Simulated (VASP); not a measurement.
Input of a VASP 6.6.1 run:

Contents of INCAR:

```
ALGO = Fast
EDIFF = 1E-6
ENCUT = 520
GGA = PS
ISIF = 2
ISMEAR = 0
LASPH = T
LCHARG = F
LREAL = F
LWAVE = F
NBANDS = 24
NELM = 100
PREC = Accurate
SIGMA = 0.1
```

KPOINTS

```
k-points
0
Gamma
  12 12 8
```

The input POSCAR:

```
Al3Cu2
1.0
    4.0919516368      0.0000000000      0.0000000000
   -2.0459758184      3.5437340685      0.0000000000
    0.0000000000      0.0000000000      4.9927787000
Al Cu
3 2
Direct
    0.0000000000      0.0000000000      0.0000000000
    0.3333333333      0.6666666667      0.3499253500
    0.6666666667      0.3333333333      0.6500746500
    0.3333333333      0.6666666667      0.8395121300
    0.6666666667      0.3333333333      0.1604878700
```

Potentials or basis: VASP PAW PBE potentials, release 64 (Al, Cu).

Command:

```sh
$ cat potpaw_PBE.64/Al/POTCAR potpaw_PBE.64/Cu/POTCAR > POTCAR
$ mpirun -np 1 vasp_std > vasp.out
```

(1) What does it give for the pressure?

(2) What does it give for the largest force?

Answers

(1) 0.5 GPa.

(2) 0.061 eV/Å.

Caveat: the PAW data sets were made with another functional, which shifts forces and pressure a little.
